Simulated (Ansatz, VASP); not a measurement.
# Two plane-wave programs on Te2Mo

```
Te Mo
1.0
     3.29330    0.00000    0.00000
    -1.64665    2.85208    0.00000
     0.00000    0.00000   16.64490
Te Mo
2 1
Cartesian
  0.0000 1.9014 14.9395
  0.0000 1.9014 1.7054
  0.0000 0.0000 0.0000
```

Alike in both runs: task single point; functional LDA; k mesh 9 × 9 × 2; occupations gaussian, width 0.05 eV; no spin polarisation.

|  | VASP | Ansatz |
| --- | --- | --- |
| version | VASP 6.6.1 | Ansatz 0.2.0 |
| potentials or method | VASP PAW LDA potentials, release 64 (Te, Mo_sv), cutoff 520 eV | scalar-relativistic, plane waves, PAW |
| valence electrons in the cell | 26 | 46 |

|  | VASP | Ansatz | Ansatz less VASP |
| --- | --- | --- | --- |
| gap on the k mesh at the Fermi level (eV) | 1.43 | 1.45 | +0.017 |
| least direct gap on the mesh (eV) | 1.57 | 1.57 | +0.002 |
| rms of the force components (eV/Å) | 1.438 | 1.396 | -0.0422 |

Ansatz warns that its potentials were made for another functional, while VASP's fit it. LDA's correlation is that of Perdew and Zunger in VASP and of Perdew and Wang (1992) in Ansatz. Atom by atom the forces differ by 0.042 eV/Å (rms over components). VASP's potentials hold 26 valence electrons a cell and Ansatz's 46, so a difference there can come from the potentials and not from the codes.

Neither program's run includes spin-orbit coupling.
